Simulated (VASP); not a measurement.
Input of a VASP 6.6.1 run:

INCAR

```
SYSTEM = Ga7As8Pd
ALGO = Normal
EDIFF = 1E-6
ENCUT = 520
GGA = PS
ISIF = 2
ISMEAR = 0
LASPH = .TRUE.
LCHARG = .FALSE.
LDAU = .TRUE.
LDAUJ = 0 0 0
LDAUL = 2 -1 -1
LDAUPRINT = 1
LDAUTYPE = 2
LDAUU = 2 0 0
LMAXMIX = 4
LREAL = Auto
LWAVE = .FALSE.
NBANDS = 84
NELM = 150
PREC = Accurate
SIGMA = 0.05
```

File KPOINTS:

```
k-points
0
G
  3 3 3
  0 0 0
```

File POSCAR:

```
Ga7As8Pd
1.0
    0.0000000000      5.6537000000      5.6537000000
    5.6537000000      0.0000000000      5.6537000000
    5.6537000000      5.6537000000      0.0000000000
Pd Ga As
1 7 8
Direct
    0.0000000000      0.0000000000      1.0000000000
    0.0005118108      0.0005118108      0.4994881892
    0.0005118108      0.4994881892      0.0005118108
    0.0005118108      0.4994881892      0.4994881892
    0.4994881892      0.0005118108      0.0005118108
    0.4994881892      0.0005118108      0.4994881892
    0.4994881892      0.4994881892      0.0005118108
    0.5000000000      0.5000000000      0.5000000000
    0.1232025839      0.1232025839      0.1232025839
    0.1232025839      0.1232025839      0.6303922483
    0.1232025839      0.6303922483      0.1232025839
    0.1247390305      0.6250869898      0.6250869898
    0.6303922483      0.1232025839      0.1232025839
    0.6250869898      0.1247390305      0.6250869898
    0.6250869898      0.6250869898      0.1247390305
    0.6250869898      0.6250869898      0.6250869898
```

Potentials or basis: VASP PAW PBE potentials, release 64 (Pd, Ga_d, As).

Launch:

```console
$ cat potpaw_PBE.64/Pd/POTCAR potpaw_PBE.64/Ga_d/POTCAR potpaw_PBE.64/As/POTCAR > POTCAR
$ mpirun -np 1 vasp_std > vasp.out
```

Predict the pressure.

-0.3 GPa.

Predict the band gap on the k mesh.

zero (an odd number of electrons rules out a gap without spin polarisation).

Predict the largest force.

0.169 eV/Å.

Eigenvalues of the final occupation matrices:
| site | spin | trace | eigenvalues |
| --- | --- | --- | --- |
| site 1 d | 1 | 4.40 | 0.85 0.85 0.85 0.92 0.92 |
| site 1 d | 2 | 4.40 | 0.85 0.85 0.85 0.92 0.92 |

Caveat: the PAW data sets were made with another functional, which shifts forces and pressure a little; U without spin polarisation on a metal has little footing; the U is typed as a test and isn't derived for this compound.
